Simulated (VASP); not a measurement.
# PbSe (Fm-3m) in VASP: settings compared, part 2 of 2

VASP 6.6.1. The steps go on from the part before.

## 3. Relaxation of cell and atoms, r2SCAN+D3(BJ)

File POSCAR:

```
PbSe
1.0
    0.0000000000      3.0606500000      3.0606500000
    3.0606500000      0.0000000000      3.0606500000
    3.0606500000      3.0606500000      0.0000000000
Pb Se
1 1
Direct
    0.0000000000      0.0000000000      0.0000000000
    0.5000000000      0.5000000000      0.5000000000
```

File INCAR.step1:

```
PREC     = Accurate       # precision mode
ENCUT    = 600            # plane-wave cutoff, eV
ISMEAR   = -1             # smearing method
SIGMA    = 0.05           # smearing width, eV
LREAL    = F              # projectors in reciprocal space
LASPH    = T              # aspherical terms in the spheres
NELM     = 100            # most SCF steps
GGA      = PE             # functional
ALGO     = Normal         # electronic algorithm
EDIFF    = 1E-4           # SCF threshold, eV
LWAVE    = T              # write WAVECAR
LCHARG   = F              # write CHGCAR
```

File INCAR.step2:

```
PREC     = Accurate       # precision mode
ENCUT    = 600            # plane-wave cutoff, eV
EDIFF    = 1E-6           # SCF threshold, eV
ISMEAR   = -1             # smearing method
SIGMA    = 0.05           # smearing width, eV
LREAL    = F              # projectors in reciprocal space
LASPH    = T              # aspherical terms in the spheres
NELM     = 100            # most SCF steps
ALGO     = Normal         # electronic algorithm
ISIF     = 3              # what is computed and relaxed
LWAVE    = F              # write WAVECAR
LCHARG   = F              # write CHGCAR
METAGGA  = R2SCAN         # meta-GGA
LMIXTAU  = T            
IVDW     = 12             # dispersion correction
VDW_S6   = 1.0          
VDW_S8   = 0.78981345   
VDW_A1   = 0.49484001   
VDW_A2   = 5.73083694   
IBRION   = 2              # ionic algorithm
NSW      = 60             # ionic steps
EDIFFG   = -0.01          # ionic threshold
ISTART   = 1
```

File KPOINTS:

```
regular mesh
0
Gamma
  8 8 8
```

Potentials or basis: VASP PAW PBE potentials, release 64 (Pb_d, Se).

Launch:

```bash
cat potpaw_PBE.64/Pb_d/POTCAR potpaw_PBE.64/Se/POTCAR > POTCAR
cp INCAR.step1 INCAR
mpirun -np 1 vasp_std > vasp.out
cp INCAR.step2 INCAR
mpirun -np 1 vasp_std > vasp.out
```

It took 3.8 min on 1 thread of Intel Xeon Platinum 8559C (Emerald Rapids), shared host; peak memory 0.25 GiB.

Results (log left out):

- Free energy: -72.2802 eV
- Relaxed volume: 28.96 Å³/atom
- Relaxed cell: a = 4.343 Å, b = 4.343 Å, c = 4.343 Å, α = 60.00°, β = 60.00°, γ = 60.00°
- Space group after relaxing (to 0.1 Å): Fm-3m (No. 225)
- Energy gained by relaxing: 0.5 meV/atom
- Ionic steps: 3
- Pressure after relaxing: 0.0 GPa
- Band gap on the k mesh: 0.61 eV
- Dispersion energy per atom: -0.172 eV

The path:
```tsv
step	energy change (eV)	largest force (eV/Å)	pressure (GPa)	volume (Å³)
1	0.0000	0.0000	0.55	57.34
2	-0.0008	0.0000	-0.23	58.17
3	-0.0010	0.0000	0.00	57.91
```

Final structure:
```xyz
2
Lattice="0.0000 3.0708 3.0708 3.0708 0.0000 3.0708 3.0708 3.0708 0.0000" Properties=species:S:1:pos:R:3 pbc="T T T"
Pb    0.0000    0.0000    0.0000
Se    3.0708    3.0708    3.0708
```

Levels at points of the mesh, in eV from the valence-band top:
| k point | band 7 | band 8 | band 9 | band 10 | band 11 | band 12 | band 13 | band 14 |
| --- | --- | --- | --- | --- | --- | --- | --- | --- |
| (0.00, 0.00, 0.00) | -6.36 | -1.98 | -1.98 | -1.98 | 5.02 | 5.02 | 5.02 | 6.98 |
| (0.50, 0.00, 0.00) | -9.00 | -1.56 | -1.56 | 0.00 | 0.61 | 1.94 | 1.94 | 9.08 |
| (0.50, 0.50, 0.00) | -7.53 | -5.06 | -3.32 | -3.32 | 4.07 | 5.96 | 5.96 | 6.44 |

Caveat: the PAW data sets were made with another functional, which shifts forces and pressure a little; spin-orbit coupling is left out, which moves the levels of the heavy elements.

## 4. Single point, PBEsol-based screened hybrid with 25 % exact exchange

POSCAR is that of step 3.

File INCAR.step1:

```
SYSTEM = PbSe
PREC = Accurate ; ENCUT = 520
EDIFF = 1E-5 ; ISMEAR = -1
SIGMA = 0.05 ; LREAL = .False.
LASPH = .True. ; NELM = 80
ALGO = Normal ; ISIF = 2
LWAVE = .True. ; LCHARG = .False.
NBANDS = 17 ; GGA = PE
```

File INCAR.step2:

```
SYSTEM = PbSe
PREC = Accurate ; ENCUT = 520
EDIFF = 1E-7 ; ISMEAR = -1
SIGMA = 0.05 ; LREAL = .False.
LASPH = .True. ; NELM = 80
ALGO = Normal ; ISIF = 2
LWAVE = .False. ; LCHARG = .False.
GGA = PS ; LHFCALC = .True.
AEXX = 0.25 ; HFSCREEN = 0.207
PRECFOCK = Normal ; NBANDS = 17
ISTART = 1
```

File KPOINTS:

```
regular mesh
0
Gamma
  4 4 4
  0 0 0
```

Launch:

```bash
cat potpaw_PBE.64/Pb_d/POTCAR potpaw_PBE.64/Se/POTCAR > POTCAR
cp INCAR.step1 INCAR
mpirun -np 1 vasp_std > vasp.out
cp INCAR.step2 INCAR
mpirun -np 1 vasp_std > vasp.out
```

Run time: 21 min. Hardware: 1 thread of Intel Xeon Platinum 8559C (Emerald Rapids), shared host; peak memory 0.3 GiB.

The run converged. Its results:

| Property | Result |
| --- | --- |
| Free energy | -10.2300 eV |
| Pressure | -0.7 GPa |
| Band gap on the k mesh | 0.63 eV |

Levels at points of the mesh, in eV from the valence-band top:
```csv
k point,band 7,band 8,band 9,band 10,band 11,band 12,band 13,band 14
"(0.00, 0.00, 0.00)",-6.69,-2.19,-2.19,-2.19,5.43,5.43,5.43,7.11
"(0.50, 0.00, 0.00)",-9.65,-1.76,-1.76,0.00,0.63,2.11,2.11,9.23
"(0.50, 0.50, 0.00)",-7.95,-5.63,-3.68,-3.68,4.09,6.42,6.42,6.88
```

Caveat: the k points lie up to 0.44 Å⁻¹ apart; the PAW data sets were made with another functional, which shifts forces and pressure a little; spin-orbit coupling is left out, which moves the levels of the heavy elements. A k mesh can miss the band edges.

## 5. Overview

| task | level | spin | cell | k mesh | cutoff (eV) | grid for exact exchange (PRECFOCK) | share of exact exchange | screening parameter | gap on the mesh (eV) | pressure (GPa) |
| --- | --- | --- | --- | --- | --- | --- | --- | --- | --- | --- |
| single point | PBE | non-collinear, zero start, SOC | as given | 6 × 6 × 6 | 520 | - | - | - | - | 2.0 |
| relaxation of cell and atoms | r2SCAN+D3(BJ) | off | relaxed | 8 × 8 × 8 | 600 | - | - | - | 0.61 | 0.0 |
| single point | PBEsol-based screened hybrid with 25 % exact exchange | off | as given | 4 × 4 × 4 | 520 | Normal | 0.25 | 0.207 1/Å | 0.63 | -0.7 |

Alike in all rows: potentials or basis VASP PAW PBE potentials, release 64 (Pb_d, Se); smearing fermi-dirac 0.05 eV.

Caveats: some runs use coarse meshes; the PAW data sets were made with another functional, which shifts forces and pressure a little (at least some runs); spin-orbit coupling is left out, which moves the levels of the heavy elements (at least some runs).

Absolute energies hang on the potentials; compare differences alone.

## 6. Comparison with measurements

Step 3. The cell as given is a measured one (28.67 Å³/atom); r2SCAN+D3(BJ) puts the equilibrium volume +1.0 % from it, thermal expansion not counted.
